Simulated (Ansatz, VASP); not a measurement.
## InGa3As4: VASP beside Ansatz

```
In Ga As
1.0
     3.96745    0.00000    0.00000
     0.00000    3.96745    0.00000
     0.00000    0.00000   11.22165
In Ga As
1 3 4
Direct
  0.50000 0.50000 0.00000
  0.00000 0.00000 0.75000
  0.00000 0.00000 0.25000
  0.50000 0.50000 0.50000
  0.50000 0.00000 0.12500
  0.00000 0.50000 0.37500
  0.50000 0.00000 0.62500
  0.00000 0.50000 0.87500
```

Alike in both runs: task relaxation of cell and atoms; functional PBE; k mesh 4 × 4 × 2; occupations gaussian, width 0.1 eV; no spin polarisation.

|  | VASP | Ansatz |
| --- | --- | --- |
| version | VASP 6.6.1 | Ansatz 0.2.0 |
| potentials or method | VASP PAW PBE potentials, release 64 (In_d, Ga_d, As), cutoff 600 eV | scalar-relativistic, plane waves, PAW |
| valence electrons in the cell | 72 | 112 |

VASP gave:

| Quantity | Value |
| --- | --- |
| gap on the k mesh at the Fermi level, each at its own relaxed structure (eV) | none |
| relaxed volume (Å³/atom) | 25.28 |
| relaxed cell length with the largest relative difference (Å) | 4.171 |

Question: Which values does Ansatz return?

Answer: gap on the k mesh at the Fermi level, each at its own relaxed structure (eV): none; relaxed volume (Å³/atom): 25.17; relaxed cell length with the largest relative difference (Å): 4.159.

A gap of «none» marks a metal or a gap that the smearing closes. VASP's potentials hold 72 valence electrons a cell and Ansatz's 112, so a difference there can come from the potentials and not from the codes.

The k mesh is coarse, so the values compare programs but aren't converged.
